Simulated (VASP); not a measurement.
# Si8NO15 (a cell with a defect) in VASP: single point with PBE

Aim: the single point of Si8NO15 (a cell with a defect) with PBE.

Program: VASP 6.6.1. These are calculated values, not measurements. Logs are shortened: lines on timing, memory, paths and dates and some standing lists are left out, and cuts for length are marked.

**1. The cell of the first run**

The cell holds a defect, 24 atoms: a = 6.933 Å, b = 13.867 Å, c = 6.933 Å, α = 85.08°, β = 109.96°, γ = 138.11°.

**2. Single point, PBE**

Contents of INCAR:

```
  ALGO = Normal
  EDIFF = 1E-7
  ENCUT = 520
  GGA = PE
  ISIF = 2
  ISMEAR = -1
  LASPH = T
  LCHARG = F
  LREAL = Auto
  LWAVE = F
  NBANDS = 82
  NELECT = 128.0
  NELM = 80
  PREC = Accurate
  SIGMA = 0.01
```

Contents of KPOINTS:

```
k-points
0
Gamma
  4 2 3
```

Contents of POSCAR:

```
Si8NO15
1.0
   -5.1085000000      3.9789500000      2.4782500000
   10.2170000000     -7.9579000000      4.9565000000
    5.1085000000      3.9789500000     -2.4782500000
Si O N
8 15 1
Direct
    0.8715666755      0.3070233909      0.4713281104
    0.8483256201      0.7975941393      0.4538140378
    0.1485316807      0.2012900774      0.5362078056
    0.1368504702      0.6966137747      0.5499645633
    0.8654897221      0.4480750854      0.7579237630
    0.8551454625      0.9496751679      0.7528784664
    0.1559710067      0.0524307321      0.2455287304
    0.1284269317      0.5466035787      0.2441832303
    0.8662037005      0.3769155838      0.2636894092
    0.8789906517      0.8816556240      0.2662965494
    0.4917924925      0.3040528555      0.7313165006
    0.4958904980      0.8085085597      0.7373212604
    0.8773970709      0.0535021986      0.6073900189
    0.8688662641      0.5546417800      0.6209811221
    0.5012619145      0.1297531736      0.3849444085
    0.4857295214      0.6293188808      0.3788132907
    0.9588591326      0.8919706001      0.6732911529
    0.1228292921      0.1459123447      0.3198993943
    0.1178646583      0.6474313453      0.3338031929
    0.0800585465      0.2893104788      0.4714462458
    0.0883876173      0.7951605941      0.5018124380
    0.0965144961      0.0454321450     -0.0021788416
    0.0726453611      0.5515165966      0.0022245042
    1.0080812130      0.4064512931      0.6971206466
```

Potentials or basis: VASP PAW PBE potentials, release 64 (Si, O, N).

On the command line:

```sh
$ cat potpaw_PBE.64/Si/POTCAR potpaw_PBE.64/O/POTCAR potpaw_PBE.64/N/POTCAR > POTCAR
$ mpirun -np 1 vasp_std > vasp.out
```

OUTCAR:

```text
EDIFF = 1E-7
   ENCUT = 520
   GGA = PE
   ISIF = 2
   ISMEAR = -1
   LASPH = T
   LREAL = Auto
   NELECT = 128.0
   NELM = 80
   PREC = Accurate

 ion  position               nearest neighbor table
   1  0.872  0.307  0.471-  24 1.63  20 1.64   9 1.67  15 1.67   5 2.94   8 2.98   7 3.02   3 3.09

   2  0.848  0.798  0.454-  21 1.61  16 1.62  10 1.63  17 1.63   7 3.02   8 3.03   6 3.05   4 3.08

   3  0.149  0.201  0.536-  20 1.59  11 1.61  18 1.64  13 1.64   5 3.02   6 3.03   7 3.04   1 3.09
[... 13 lines left out ...]
  11  0.492  0.304  0.731-   3 1.61   5 1.66
  12  0.496  0.809  0.737-   6 1.63   4 1.64
  13  0.877  0.054  0.607-   6 1.62   3 1.64
  14  0.869  0.555  0.621-   4 1.61   5 1.68
[... 8 lines left out ...]
  23  0.073  0.552  0.002-   8 1.60   5 1.64
  24  0.008  0.406  0.697-   1 1.63   5 1.63

  LATTYP: Found a base centered monoclinic cell.
 ALAT       =    11.3557906484
 B/A-ratio  =     0.7007790339
 C/A-ratio  =     0.8729467024
 COS(beta)  =    -0.4364733512

  Lattice vectors:

 A1 = (   5.1085000000,  -3.9789500000,  -2.4782500000)
 A2 = (   5.1085000000,   3.9789500000,  -2.4782500000)
 A3 = (   0.0000000000,   0.0000000000,   9.9130000000)

Analysis of symmetry for initial positions (statically):
=====================================================================
 Subroutine PRICEL returns:
 Original cell was already a primitive cell.

 Routine SETGRP: Setting up the symmetry group for a
 base centered monoclinic supercell.

 Subroutine GETGRP returns: Found  1 space group operations
 (whereof  1 operations were pure point group operations)
 out of a pool of  4 trial point group operations.

The static configuration has the point symmetry C_1 .

Analysis of symmetry for dynamics (positions and initial velocities):
=====================================================================
 Subroutine PRICEL returns:
 Original cell was already a primitive cell.

 Routine SETGRP: Setting up the symmetry group for a
 base centered monoclinic supercell.

 Subroutine GETGRP returns: Found  1 space group operations
 (whereof  1 operations were pure point group operations)
 out of a pool of  4 trial point group operations.

The dynamic configuration has the point symmetry C_1 .

 Subroutine INISYM returns: Found  1 space group operations
 (whereof  1 operations are pure point group operations),
 and found     1 'primitive' translations

[... 151 lines left out ...]
   EDIFFG = 0.1E-05   stopping-criterion for IOM
   NSW    =      0    number of steps for IOM
   IBRION =     -1    ionic relax: 0-MD 1-quasi-New 2-CG
   NFREE  =      0    steps in history (QN), initial steepest desc. (CG)
   ISIF   =      2    stress and relaxation
   ISYM   =      2    0-nonsym 1-usesym 2-fastsym
   POTIM  = 0.5000    time-step for ionic-motion
   TEBEG  =    0.0;   TEEND  =   0.0 temperature during run
   PSTRESS=    0.0 pullay stress
   NELECT =     128.0000    total number of electrons
   NUPDOWN=      -1.0000    fix difference up-down
   EMIN   =  10.00;   EMAX   =-10.00  energy-range for DOS
   EFERMI =   0.00;   METHOD = LEGACY
   ISMEAR =    -1;   SIGMA  =   0.01  broadening in eV -4-tet -1-fermi 0-gaus
   EFERMI_NEDOS =   21; number of points for ismear=-14 and -15
   IALGO  =     38    algorithm
   IMIX   =      4    mixing-type and parameters
     AMIX     =   0.40;   BMIX     =  1.00
     AMIX_MAG =   1.60;   BMIX_MAG =  1.00
  volume/ion in A,a.u.               =      16.79       113.31
  Fermi-wavevector in a.u.,A,eV,Ry     =   1.116981  2.110788 16.975265  1.247647
  Thomas-Fermi vector in A             =   2.253600
   LORBIT       =      0    0 simple, 1 ext, 2 COOP (PROOUT), +10 PAW based schemes
   GGA     = PE    functional components
   LHFCALC =     F    Hartree Fock is set to
   AEXX    =    0.0000 exact exchange contribution
   IVDW    =     0    specifies the selected vdW correction
   LEPSILON=     F    determine dielectric tensor
   LRPA    =     F    only Hartree local field effects (RPA)
 non-spin polarized calculation
  energy-cutoff  :      520.00
  volume of cell :      402.99
 maximum number of plane-waves:     10872
 NGX is ok and might be reduce to    54
   NGX = 25   NGY = 51   NGZ = 25

 number of electron     128.0000000 magnetization

 Free energy of the ion-electron system (eV)
  ---------------------------------------------------
  ext. energy  EPLUGINS =         0.00000000
  ---------------------------------------------------
  free energy    TOTEN  =      -186.93531936 eV

  energy without entropy =     -186.93531936  energy(sigma->0) =     -186.93531936

 E-fermi :   1.0831     XC(G=0):  -7.6127

 val. band max:        0.8011173083   @ k =   0.5000   0.0000   0.3333
 cond. band min:       4.5623559850   @ k =   0.0000   0.0000   0.0000
 fundamental gap:      3.7612386766
 Fermi energy:         1.0830505454

 k-point     1 :       0.0000    0.0000    0.0000
  band No.  band energies     occupation
      1     -20.5473      2.00000
      2     -19.9265      2.00000
      3     -19.6098      2.00000
      4     -19.5806      2.00000
      5     -19.2300      2.00000
      6     -19.1686      2.00000
[... 1095 lines left out ...]
     75       8.2398      0.00000
     76       8.4039      0.00000
 [bands above 76 left out]

------------------------ aborting loop because EDIFF is reached ----------------------------------------

  FORCE on cell =-STRESS in cart. coord.  units (eV):
  Direction    XX          YY          ZZ          XY          YZ          ZX
  --------------------------------------------------------------------------------------
  -------------------------------------------------------------------------------------
  Total       14.4369625     14.0767533     10.4778630     -0.0187980     -0.0394429     -0.0884622
  in kB       57.3970311     55.9649474     41.6568397     -0.0747353     -0.1568133     -0.3516990
  external PRESSURE =      51.6729394 kB  Pullay stress =       0.0000000 kB

 VOLUME and BASIS-vectors are now :
 -----------------------------------------------------------------------------
  energy-cutoff  :      520.00
  volume of cell :      402.99
      direct lattice vectors                 reciprocal lattice vectors
    -5.108500000  3.978950000  2.478250000     0.000000000  0.125661293  0.201755271
    10.217000000 -7.957900000  4.956500000     0.048938044  0.000000000  0.100877635
     5.108500000  3.978950000 -2.478250000     0.097876089  0.125661293  0.000000000

 POSITION                                       TOTAL-FORCE (eV/Angst)
 -----------------------------------------------------------------------------------
      1.09224      2.90005      2.51365         0.027569      0.029925     -0.018255
      6.13366     -1.16603      4.93097        -0.017672      0.022472      0.009094
      4.03702      1.12270      0.03694        -0.007541     -0.030083     -0.024636
      9.22770     -2.81078      2.42897         0.024149     -0.023072      0.034269
      4.02848      2.89374      2.48746        -0.021085      0.023872      0.006417
      9.18040     -1.15917      4.96051         0.013947      0.040921     -0.005246
[... 16 lines left out ...]
      5.27510     -4.09101      2.90811        -0.030989     -0.023627     -0.001753
      7.67267     -0.42854      0.30696        -0.017564     -0.007098      0.008923
 -----------------------------------------------------------------------------------
    total drift:                               -0.001939     -0.003978     -0.000155

  FREE ENERGIE OF THE ION-ELECTRON SYSTEM (eV)
  ---------------------------------------------------
  free  energy   TOTEN  =      -186.9353193638 eV

  energy  without entropy=     -186.9353193638  energy(sigma->0) =     -186.93531936
```

Run time: 20 min. Hardware: 1 thread of Intel Xeon Platinum 8488C (Sapphire Rapids), shared host; peak memory 0.78 GiB.

Results:

| Item | Value |
| --- | --- |
| Free energy | -186.9353 eV |
| Largest force | 0.054 eV/Å |

Forces in eV/Å, atoms in the order of the input:
```
Si   0.028  0.030 -0.018
Si  -0.018  0.022  0.009
Si  -0.008 -0.030 -0.025
Si   0.024 -0.023  0.034
Si  -0.021  0.024  0.006
Si   0.014  0.041 -0.005
Si  -0.033 -0.042 -0.012
Si   0.006  0.002  0.031
O    0.006 -0.022 -0.032
O    0.007  0.010  0.006
O   -0.009  0.015  0.016
O   -0.001 -0.006  0.005
O   -0.013 -0.012  0.006
O   -0.001  0.009 -0.032
O    0.014  0.024  0.013
O   -0.001 -0.015  0.004
O    0.007 -0.024 -0.008
O    0.015  0.014 -0.004
O   -0.017  0.030 -0.006
O    0.042 -0.005  0.021
O   -0.002 -0.006 -0.016
O    0.008 -0.005 -0.001
O   -0.031 -0.024 -0.002
N   -0.018 -0.007  0.009
```

Levels at points of the mesh, in eV from the Fermi level:
```tsv
k point	band 61	band 62	band 63	band 64	band 65	band 66	band 67	band 68
(0.00, 0.00, 0.00)	-2.53	-2.28	-0.59	-0.28	3.48	5.89	5.91	6.67
(0.50, 0.00, 0.00)	-2.46	-2.32	-0.56	-0.28	4.58	5.06	5.88	6.39
(0.00, 0.50, 0.00)	-2.52	-2.34	-0.59	-0.29	4.08	4.46	6.57	6.68
(0.50, 0.50, 0.00)	-2.47	-2.32	-0.57	-0.29	4.85	5.04	5.71	5.86
```

Caveat: the cell carries a net charge on a neutralising background, which shifts energy and pressure; the cell is charged against a uniform background, so pressure and absolute levels hang on convention.
